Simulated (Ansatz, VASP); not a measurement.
## ScAl3 in VASP and in Ansatz

```
CELL_PARAMETERS angstrom
3.94112 0.00000 0.00000
0.00000 3.94112 0.00000
0.00000 0.00000 3.94112
ATOMIC_POSITIONS crystal
Sc 0.00000 0.00000 0.00000
Al 0.50000 0.00000 0.50000
Al 0.00000 0.50000 0.50000
Al 0.50000 0.50000 0.00000
```

Change from the starting cell: strain -0.040 along x and y, -0.040 along z, atoms carried along.

Alike in both runs: task single point; functional PBE; k mesh 12 × 12 × 12; occupations gaussian, width 0.15 eV; no spin polarisation.

|  | VASP | Ansatz |
| --- | --- | --- |
| version | VASP 6.6.1 | Ansatz 0.2.0 |
| potentials or method | VASP PAW PBE potentials, release 64 (Sc_sv, Al), cutoff 520 eV | scalar-relativistic, plane waves, PAW |
| valence electrons in the cell | 20 | 20 |

|  | VASP | Ansatz | Ansatz less VASP |
| --- | --- | --- | --- |
| gap on the k mesh at the Fermi level (eV) | none | none | - |
| pressure (GPa) | 13.7 | 13.7 | -0.07 |

A gap of «none» marks a metal or a gap that the smearing closes.
